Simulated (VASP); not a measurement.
Input of a VASP 6.6.1 run:

Contents of INCAR:

```
PREC = Accurate ; ENCUT = 600
EDIFF = 1E-6 ; ISMEAR = -1
SIGMA = 0.05 ; LREAL = False
LASPH = True ; NELM = 150
ALGO = Normal ; ISIF = 3
LWAVE = False ; LCHARG = False
ISPIN = 2 ; MAGMOM = 3 0
LORBIT = 11 ; LMAXMIX = 4
GGA = PS ; IBRION = 2
NSW = 60 ; EDIFFG = -0.01
PSTRESS = 200.0
```

Contents of KPOINTS:

```
regular mesh
0
Gamma
  12 12 12
```

Contents of POSCAR:

```
FeO
1.0
   -1.6021034130      1.6021034130      2.0833922500
    1.6021034130     -1.6021034130      2.0833922500
    1.6021034130      1.6021034130     -2.0833922500
Fe O
1 1
Direct
    0.0000000000      0.0000000000      0.0000000000
    0.5000000000      0.5000000000      0.0000000000
```

Potentials or basis: VASP PAW PBE potentials, release 64 (Fe, O).

The run is started by

```bash
$ cat potpaw_PBE.64/Fe/POTCAR potpaw_PBE.64/O/POTCAR > POTCAR
$ mpirun -np 1 vasp_std > vasp.out
```

(1) Predict the net moment.

(2) What does it give for the space group after relaxing (to 0.1 Å)?

(3) What does it give for the relaxed cell?

Answers

(1) 3.86 μB per cell.

(2) Fm-3m (No. 225).

(3) a = 2.918 Å, b = 2.918 Å, c = 2.918 Å, α = 119.98°, β = 119.98°, γ = 90.03°.

Caveat: a cell with one magnetic atom can't hold antiferromagnetic order, which such compounds often take.
